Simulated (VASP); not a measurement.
Write the native input for VASP 6.6.1 that does the following.

| Quantity | Value |
| --- | --- |
| Task | single point |
| Functional | PBE |
| Potentials or basis | VASP PAW PBE potentials, release 64 (Zn, B) |
| Cutoff | 500 eV |
| k mesh | 10 × 10 × 10 |
| Occupations | gaussian, width 0.1 eV |
| Spin | no spin polarisation |
| Dipole correction | no |
| Further INCAR settings | ALGO = Normal; EDIFF = 1e-06; NBANDS = 24 |

The structure of ZnB6 lies in POSCAR:

```
ZnB6
1.0
    4.1323370410      0.0000000000      0.0000000000
    0.0000000000      4.1323370410      0.0000000000
    0.0000000000      0.0000000000      4.1323370410
Zn B
1 6
Direct
    0.0000000000      0.0000000000      0.0000000000
    0.1989792654      0.5000000000      0.5000000000
    0.5000000000      0.1989792654      0.5000000000
    0.8010207346      0.5000000000      0.5000000000
    0.5000000000      0.8010207346      0.5000000000
    0.5000000000      0.5000000000      0.1989792654
    0.5000000000      0.5000000000      0.8010207346
```

One way to write it, as run:

INCAR

```
PREC = Accurate ; ENCUT = 500
EDIFF = 1E-6 ; ISMEAR = 0
SIGMA = 0.1 ; LREAL = False
LASPH = True ; NELM = 120
ALGO = Normal ; ISIF = 2
LWAVE = False ; LCHARG = True
GGA = PE ; LELF = True
LVHAR = True ; NBANDS = 24
GGA_COMPAT = False
```

KPOINTS

```
Automatic mesh
0
Gamma
  10 10 10
```

Potentials or basis: VASP PAW PBE potentials, release 64 (Zn, B).

Run with:

```bash
$ cat potpaw_PBE.64/Zn/POTCAR potpaw_PBE.64/B/POTCAR > POTCAR
$ mpirun -np 1 vasp_std > vasp.out
```

It gave:

```yaml
Pressure: 0.1 GPa
Largest_force: 0.021 eV/Å
Band_gap_on_the_k_mesh: zero (band 15 reaches 3.68 eV, above the bottom of band 16 at 2.30 eV)
```

It took 83 s on 1 thread of Intel Xeon 6975P-C, on a shared host, peak memory 0.22 GiB.
